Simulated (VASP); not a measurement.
Write the native input for VASP 6.6.1 that does the following.

```yaml
Task: single point
Functional: PBE
Potentials_or_basis: VASP PAW PBE potentials, release 64 (Li_sv, F)
Cutoff: 520 eV
k_mesh: 10 × 10 × 10
Occupations: fermi-dirac, width 0.02 eV
Spin: no spin polarisation
Dipole_correction: no
Further_INCAR_settings: ALGO = Normal; EDIFF = 1e-06; NBANDS = 12
```

The structure of LiF lies in POSCAR:

```
LiF
1.0
    0.0000000000      2.0399535550      2.2809023222
    2.0399535550      0.0000000000      2.2809023222
    2.0399535550      2.0399535550      0.0000000000
Li F
1 1
Direct
    0.0000000000      0.0000000000      0.0000000000
    0.2500000000      0.2500000000      0.2500000000
```

This cell differs from its parent crystal: epitaxial xy strain -4.9%.

These files were run (other wordings do the same):

INCAR

```
SYSTEM = LiF
PREC = Accurate
ENCUT = 520
EDIFF = 1E-6
ISMEAR = -1
SIGMA = 0.02
LREAL = .FALSE.
LASPH = .TRUE.
NELM = 80
ALGO = Normal
ISIF = 2
LWAVE = .FALSE.
LCHARG = .FALSE.
GGA = PE
NBANDS = 12
```

KPOINTS

```
Automatic mesh
0
G
  10 10 10
  0 0 0
```

Potentials or basis: VASP PAW PBE potentials, release 64 (Li_sv, F).

The run is started by

```sh
$ cat potpaw_PBE.64/Li_sv/POTCAR potpaw_PBE.64/F/POTCAR > POTCAR
$ mpirun -np 1 vasp_std > vasp.out
```

Results of the run:

| Item | Value |
| --- | --- |
| Band gap on the k mesh | 8.03 eV, direct |

Caveat: the cell differs from its parent crystal (epitaxial xy strain -4.9%).

It took 12 s on 1 thread of Intel Xeon 6975P-C, on a shared host, peak memory 0.14 GiB.
